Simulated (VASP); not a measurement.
Crystal: Cu.

```
Cu
1.0
     0.00000    1.78903    1.78903
     1.78903    0.00000    1.78903
     1.78903    1.78903    0.00000
Cu
1
Direct
  0.00000 0.00000 0.00000
```

Base run:

| Quantity | Value |
| --- | --- |
| Program | VASP 6.6.1 |
| Functional | r2SCAN |
| Potentials or basis | VASP PAW PBE potentials, release 64 (Cu) |
| Cutoff | 520 eV |
| k mesh | 12 × 12 × 12 |
| Occupations | fermi-dirac, width 0.02 eV |
| Spin | no spin polarisation |

Its results: pressure 0.3 GPa.

Q: The run is repeated on the same cell with these changes: functional from r2SCAN to PBE; further incar settings from ALGO = Normal; EDIFF = 1e-07; NBANDS = 12 to ALGO = Normal; EDIFF = 1e-06; NBANDS = 12. What comes out?

A: Pressure 7.2 GPa.

Caveats: the PAW data sets were made with another functional, which shifts forces and pressure a little (some runs).
